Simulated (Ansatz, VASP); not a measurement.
**VN: VASP beside Ansatz**

```
CELL_PARAMETERS angstrom
0.00000 2.05787 2.05787
2.05787 0.00000 2.05787
2.05787 2.05787 0.00000
ATOMIC_POSITIONS crystal
V 0.00000 0.00000 0.00000
N 0.50000 0.50000 0.50000
```

Alike in both runs: task relaxation of cell and atoms; functional PBE; k mesh 18 × 18 × 18; occupations gaussian, width 0.1 eV; no spin polarisation.

```csv
,VASP,Ansatz
version,VASP 6.6.1,Ansatz 0.2.0
potentials or method,"VASP PAW PBE potentials, release 64 (V_sv, N), cutoff 600 eV","scalar-relativistic, plane waves, PAW"
valence electrons in the cell,18,18
```

```tsv
	VASP	Ansatz	Ansatz less VASP
gap on the k mesh at the Fermi level, each at its own relaxed structure (eV)	none	none	-
relaxed volume (Å³/atom)	8.74	8.72	-0.017
relaxed cell length with the largest relative difference (Å)	2.913	2.911	-0.0019
```

A gap of «none» marks a metal or a gap that the smearing closes.

Noted on VASP's run: too few bands were computed for a metal, which touches its energy and stress.
